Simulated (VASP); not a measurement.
# MoIr4 (Pm-3m) in VASP: notebook, part 2 of 2

VASP 6.6.1. The steps go on from the part before.

## Step 3: Single point, PBE

This run uses another cell than the first one, of 20.37 Å³/atom.

Contents of INCAR:

```
SYSTEM = MoIr4
  ALGO = Normal
  EDIFF = 1E-6
  ENCUT = 520
  GGA = PE
  ISIF = 2
  ISMEAR = 0
  LASPH = .True.
  LCHARG = .False.
  LREAL = .False.
  LWAVE = .False.
  NBANDS = 33
  NELM = 80
  PREC = Accurate
  SIGMA = 0.1
```

Contents of KPOINTS:

```
k-points
0
Gamma
  4 4 4
  0 0 0
```

Contents of POSCAR:

```
MoIr4
1.0
    4.6699630375      0.0000000000      0.0000000000
    0.0000000000      4.6699630375      0.0000000000
    0.0000000000      0.0000000000      4.6699630375
Mo Ir
1 4
Direct
    0.5000000000      0.5000000000      0.5000000000
    0.0000000000      0.0000000000      0.0000000000
    0.5000000000      0.0000000000      0.0000000000
    0.0000000000      0.5000000000      0.0000000000
    0.0000000000      0.0000000000      0.5000000000
```

Potentials or basis: VASP PAW PBE potentials, release 64 (Mo_sv, Ir).

Started as:

```console
$ cat potpaw_PBE.64/Mo_sv/POTCAR potpaw_PBE.64/Ir/POTCAR > POTCAR
$ mpirun -np 1 vasp_std > vasp.out
```

OUTCAR:

```text
SYSTEM = MoIr4
   EDIFF = 1E-6
   ENCUT = 520
   GGA = PE
   ISIF = 2
   ISMEAR = 0
   LASPH = .True.
   LREAL = .False.
   NELM = 80
   PREC = Accurate

 ion  position               nearest neighbor table
   1  0.500  0.500  0.500-   3 3.30   4 3.30   5 3.30   3 3.30   4 3.30   3 3.30   5 3.30   3 3.30
                             4 3.30   5 3.30   4 3.30   5 3.30
   2  0.000  0.000  0.000-   3 2.33   4 2.33   5 2.33   5 2.33   4 2.33   3 2.33
   3  0.500  0.000  0.000-   2 2.33   2 2.33   4 3.30   5 3.30   1 3.30   5 3.30   1 3.30   4 3.30
                             1 3.30   1 3.30   4 3.30   5 3.30   5 3.30   4 3.30
   4  0.000  0.500  0.000-   2 2.33   2 2.33   3 3.30   5 3.30   1 3.30   5 3.30   1 3.30   3 3.30
                             5 3.30   5 3.30   1 3.30   3 3.30   1 3.30   3 3.30
   5  0.000  0.000  0.500-   2 2.33   2 2.33   3 3.30   4 3.30   1 3.30   3 3.30   4 3.30   1 3.30
                             4 3.30   4 3.30   1 3.30   3 3.30   3 3.30   1 3.30

  LATTYP: Found a simple cubic cell.
 ALAT       =     4.6699630375

  Lattice vectors:

 A1 = (   4.6699630375,   0.0000000000,   0.0000000000)
 A2 = (   0.0000000000,   4.6699630375,   0.0000000000)
 A3 = (   0.0000000000,   0.0000000000,   4.6699630375)

Analysis of symmetry for initial positions (statically):
=====================================================================
 Subroutine PRICEL returns:
 Original cell was already a primitive cell.

 Routine SETGRP: Setting up the symmetry group for a
 simple cubic supercell.

 Subroutine GETGRP returns: Found 48 space group operations
 (whereof 48 operations were pure point group operations)
 out of a pool of 48 trial point group operations.

The static configuration has the point symmetry O_h .

Analysis of symmetry for dynamics (positions and initial velocities):
=====================================================================
 Subroutine PRICEL returns:
 Original cell was already a primitive cell.

 Routine SETGRP: Setting up the symmetry group for a
 simple cubic supercell.

 Subroutine GETGRP returns: Found 48 space group operations
 (whereof 48 operations were pure point group operations)
 out of a pool of 48 trial point group operations.

The dynamic configuration has the point symmetry O_h .

 Subroutine INISYM returns: Found 48 space group operations
 (whereof 48 operations are pure point group operations),
 and found     1 'primitive' translations

----------------------------------------------------------------------------------------

                                     Primitive cell

  volume of cell :     101.8451

  direct lattice vectors                    reciprocal lattice vectors
     4.669963037  0.000000000  0.000000000     0.214134457  0.000000000  0.000000000
     0.000000000  4.669963037  0.000000000     0.000000000  0.214134457  0.000000000
     0.000000000  0.000000000  4.669963037     0.000000000  0.000000000  0.214134457

  length of vectors
     4.669963037  4.669963037  4.669963037     0.214134457  0.214134457  0.214134457

  position of ions in fractional coordinates (direct lattice)
     0.500000000  0.500000000  0.500000000
     0.000000000  0.000000000  0.000000000
     0.500000000  0.000000000  0.000000000
     0.000000000  0.500000000  0.000000000
     0.000000000  0.000000000  0.500000000

  ion indices of the primitive-cell ions
   primitive index   ion index
[... 37 lines left out ...]
  0.250000  0.250000  0.000000     12.000000
  0.500000  0.250000  0.000000     12.000000
  0.500000  0.500000  0.000000      3.000000
  0.250000  0.250000  0.250000      8.000000
  0.500000  0.250000  0.250000     12.000000
  0.500000  0.500000  0.250000      6.000000
  0.500000  0.500000  0.500000      1.000000
   k-points           NKPTS =     10   k-points in BZ     NKDIM =     10   number of bands    NBANDS=     33
   number of dos      NEDOS =    301   number of ions     NIONS =      5
   total plane-waves  NPLWV =  46656
   dimension x,y,z NGX =    36 NGY =   36 NGZ =   36
   dimension x,y,z NGXF=    72 NGYF=   72 NGZF=   72
   ions per type =               1   4
   NGX,Y,Z   is equivalent  to a cutoff of  12.82, 12.82, 12.82 a.u.
   NGXF,Y,Z  is equivalent  to a cutoff of  25.63, 25.63, 25.63 a.u.
 SYSTEM =  MoIr4
   PREC   = accura    normal or accurate (medium, high low for compatibility)
   ISTART =      0    job   : 0-new  1-cont  2-samecut
   ICHARG =      2    charge: 1-file 2-atom 10-const
   ISPIN  =      1    spin polarized calculation?
   LNONCOLLINEAR =      F non collinear calculations
   LSORBIT =      F    spin-orbit coupling
   LASPH  =      T    aspherical Exc in radial PAW
   ENCUT  =  520.0 eV  38.22 Ry    6.18 a.u.   8.68  8.68  8.68*2*pi/ulx,y,z
   NELM   =     80;   NELMIN=  2; NELMDL= -5     # of ELM steps
   EDIFF  = 0.1E-05   stopping-criterion for ELM
   LREAL  =      F    real-space projection
   EDIFFG = 0.1E-04   stopping-criterion for IOM
   NSW    =      0    number of steps for IOM
   IBRION =     -1    ionic relax: 0-MD 1-quasi-New 2-CG
   NFREE  =      0    steps in history (QN), initial steepest desc. (CG)
   ISIF   =      2    stress and relaxation
   ISYM   =      2    0-nonsym 1-usesym 2-fastsym
   POTIM  = 0.5000    time-step for ionic-motion
   TEBEG  =    0.0;   TEEND  =   0.0 temperature during run
   PSTRESS=    0.0 pullay stress
   NELECT =      50.0000    total number of electrons
   NUPDOWN=      -1.0000    fix difference up-down
   EMIN   =  10.00;   EMAX   =-10.00  energy-range for DOS
   EFERMI =   0.00;   METHOD = LEGACY
   ISMEAR =     0;   SIGMA  =   0.10  broadening in eV -4-tet -1-fermi 0-gaus
   EFERMI_NEDOS =   21; number of points for ismear=-14 and -15
   IALGO  =     38    algorithm
   IMIX   =      4    mixing-type and parameters
     AMIX     =   0.40;   BMIX     =  1.00
     AMIX_MAG =   1.60;   BMIX_MAG =  1.00
  volume/ion in A,a.u.               =      20.37       137.46
  Fermi-wavevector in a.u.,A,eV,Ry     =   1.291471  2.440527 22.693128  1.667898
  Thomas-Fermi vector in A             =   2.423239
   LORBIT       =      0    0 simple, 1 ext, 2 COOP (PROOUT), +10 PAW based schemes
   GGA     = PE    functional components
   LHFCALC =     F    Hartree Fock is set to
   AEXX    =    0.0000 exact exchange contribution
   IVDW    =     0    specifies the selected vdW correction
   LEPSILON=     F    determine dielectric tensor
   LRPA    =     F    only Hartree local field effects (RPA)
 non-spin polarized calculation
 Gauss-broadening in eV      SIGMA  =   0.10
  energy-cutoff  :      520.00
  volume of cell :      101.85
 maximum number of plane-waves:      2800
 NGX is ok and might be reduce to    36
   NGX = 17   NGY = 17   NGZ = 17

 number of electron      49.9999987 magnetization

 Free energy of the ion-electron system (eV)
  ---------------------------------------------------
  ext. energy  EPLUGINS =         0.00000000
  ---------------------------------------------------
  free energy    TOTEN  =       -35.39702951 eV

  energy without entropy =      -35.33356773  energy(sigma->0) =      -35.36529862

 E-fermi :   6.3105     XC(G=0): -11.6702

 val. band max:        6.3092108323   @ k =   0.5000   0.5000   0.2500
 cond. band min:       6.3111761357   @ k =   0.5000   0.0000   0.0000
 fundamental gap:      0.0019653034
 Fermi energy:         6.3105032683

 k-point     1 :       0.0000    0.0000    0.0000
  band No.  band energies     occupation
      1     -55.2339      2.00000
      2     -29.2226      2.00000
      3     -29.2226      2.00000
      4     -29.2226      2.00000
      5      -2.6044      2.00000
      6      -1.4241      2.00000
[... 349 lines left out ...]
     32       7.5660      0.00000
     33       7.5660      0.00000

------------------------ aborting loop because EDIFF is reached ----------------------------------------

  FORCE on cell =-STRESS in cart. coord.  units (eV):
  Direction    XX          YY          ZZ          XY          YZ          ZX
  --------------------------------------------------------------------------------------
  -------------------------------------------------------------------------------------
  Total        0.0345879      0.0345879      0.0345879      0.0000000      0.0000000     -0.0000000
  in kB        0.5441190      0.5441190      0.5441190      0.0000000      0.0000000     -0.0000000
  external PRESSURE =       0.5441190 kB  Pullay stress =       0.0000000 kB

 VOLUME and BASIS-vectors are now :
 -----------------------------------------------------------------------------
  energy-cutoff  :      520.00
  volume of cell :      101.85
      direct lattice vectors                 reciprocal lattice vectors
     4.669963037  0.000000000  0.000000000     0.214134457  0.000000000  0.000000000
     0.000000000  4.669963037  0.000000000     0.000000000  0.214134457  0.000000000
     0.000000000  0.000000000  4.669963037     0.000000000  0.000000000  0.214134457

 POSITION                                       TOTAL-FORCE (eV/Angst)
 -----------------------------------------------------------------------------------
      2.33498      2.33498      2.33498         0.000000      0.000000      0.000000
      0.00000      0.00000      0.00000         0.000000      0.000000      0.000000
      2.33498      0.00000      0.00000         0.000000      0.000000      0.000000
      0.00000      2.33498      0.00000         0.000000      0.000000      0.000000
      0.00000      0.00000      2.33498         0.000000      0.000000      0.000000
 -----------------------------------------------------------------------------------
    total drift:                                0.000000      0.000000      0.000000

  FREE ENERGIE OF THE ION-ELECTRON SYSTEM (eV)
  ---------------------------------------------------
  free  energy   TOTEN  =       -35.3970295061 eV

  energy  without entropy=      -35.3335677255  energy(sigma->0) =      -35.36529862
```

OSZICAR:

```text
N       E                     dE             d eps       ncg     rms          rms(c)
DAV:   1     0.527509938195E+03    0.52751E+03   -0.24046E+04   716   0.146E+03
DAV:   2    -0.847898839455E+01   -0.53599E+03   -0.50871E+03   661   0.454E+02
DAV:   3    -0.371673648834E+02   -0.28688E+02   -0.26267E+02   869   0.105E+02
DAV:   4    -0.383956185814E+02   -0.12283E+01   -0.11912E+01   805   0.207E+01
DAV:   5    -0.384343616956E+02   -0.38743E-01   -0.38500E-01   869   0.308E+00    0.294E+01
DAV:   6    -0.464560237351E+02   -0.80217E+01   -0.56452E+01   823   0.231E+01    0.327E+01
DAV:   7    -0.360577259121E+02    0.10398E+02   -0.23028E+01   967   0.341E+01    0.149E+01
DAV:   8    -0.355803257920E+02    0.47740E+00   -0.37876E+00   879   0.860E+00    0.435E+00
DAV:   9    -0.354376657235E+02    0.14266E+00   -0.15626E+00   938   0.682E+00    0.358E+00
DAV:  10    -0.354055321370E+02    0.32134E-01   -0.91678E-02   861   0.278E+00    0.160E+00
DAV:  11    -0.354016545481E+02    0.38776E-02   -0.58672E-02   930   0.116E+00    0.937E-01
DAV:  12    -0.353977733956E+02    0.38812E-02   -0.52646E-03   878   0.267E-01    0.381E-01
DAV:  13    -0.353971644629E+02    0.60893E-03   -0.10547E-03   995   0.211E-01    0.171E-01
DAV:  14    -0.353970551827E+02    0.10928E-03   -0.20341E-04   846   0.858E-02    0.781E-02
DAV:  15    -0.353970332840E+02    0.21899E-04   -0.32017E-05   889   0.354E-02    0.300E-02
DAV:  16    -0.353970295998E+02    0.36842E-05   -0.66989E-06   537   0.130E-02    0.115E-02
DAV:  17    -0.353970295061E+02    0.93645E-07   -0.18237E-06   396   0.560E-03
   1 F= -.35397030E+02 E0= -.35365299E+02  d E =-.634618E-01
```

It took 28 s on 1 thread of Intel Xeon Platinum 8559C (Emerald Rapids), shared host; peak memory 0.21 GiB.

Results:

- Free energy: -35.3970 eV
- Pressure: 0.1 GPa
- Band gap on the k mesh: zero (bands 25 and 26 overlap by 1.17 eV)

Caveat: spin-orbit coupling is left out, which moves the levels of the heavy elements.

The gap in the log of VASP goes by the Fermi energy; the results here count the filled bands.